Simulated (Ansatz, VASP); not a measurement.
MoS2: VASP beside Ansatz

```
Mo S
1.0
     1.63807    0.94574    6.41400
    -1.63807    0.94574    6.41400
     0.00000   -1.89148    6.41400
Mo S
1 2
Direct
  0.00000 0.00000 0.00000
  0.74603 0.74603 0.74603
  0.25397 0.25397 0.25397
```

Alike in both runs: functional r2SCAN; k mesh 11 × 11 × 11; occupations fermi-dirac, width 0.1 eV; no spin polarisation.

Ansatz relaxed the structure, and its values are those at the end. VASP's run is a single point on that final structure, the one shown.

|  | VASP | Ansatz |
| --- | --- | --- |
| version | VASP 6.6.1 | Ansatz 0.2.0 |
| potentials or method | VASP PAW PBE potentials, release 64 (Mo_sv, S), cutoff 550 eV | PAW plane waves |
| valence electrons in the cell | 26 | 26 |

|  | VASP | Ansatz | Ansatz less VASP |
| --- | --- | --- | --- |
| pressure (GPa) | -2.2 | -2.2 | -0.02 |

VASP's potentials were made for PBE, not for r2SCAN. The functional is the same, so the differences come from potentials, cutoffs and numerics. Ansatz's warnings: stress scf threshold loose.
